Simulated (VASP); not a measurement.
Input of a VASP 6.6.1 run:

File INCAR:

```
ALGO = Normal
EDIFF = 1E-6
ENCUT = 520
ISIF = 2
ISMEAR = 0
LASPH = True
LCHARG = True
LELF = True
LREAL = False
LVHAR = True
LWAVE = False
NBANDS = 15
NELM = 60
PREC = Accurate
SIGMA = 0.1
```

Contents of KPOINTS:

```
k-points
0
Gamma
  18 18 14
```

The input POSCAR:

```
TaN
1.0
    2.8105269222      0.0000000000      0.0000000000
   -1.4052634611      2.4339877127      0.0000000000
    0.0000000000      0.0000000000      2.7752006912
Ta N
1 1
Direct
    0.0000000000      0.0000000000      0.5000000000
    0.6666666667      0.3333333333      0.0000000000
```

Potentials or basis: VASP PAW LDA potentials, release 64 (Ta_pv, N).

Launch:

```console
$ cat potpaw_LDA.64/Ta_pv/POTCAR potpaw_LDA.64/N/POTCAR > POTCAR
$ mpirun -np 1 vasp_std > vasp.out
```

**Question.** Estimate the band gap on the k mesh.

**Answer.** Zero (bands 8 and 9 overlap by 0.38 eV).

**Question.** Estimate the pressure.

**Answer.** 46.8 GPa.

Stress tensor (GPa, compression positive):
```
46.70  0.00  0.00
 0.00 46.70  0.00
 0.00  0.00 47.07
```

Caveat: the cell stands under pressure; spin-orbit coupling is left out, which moves the levels of the heavy elements.
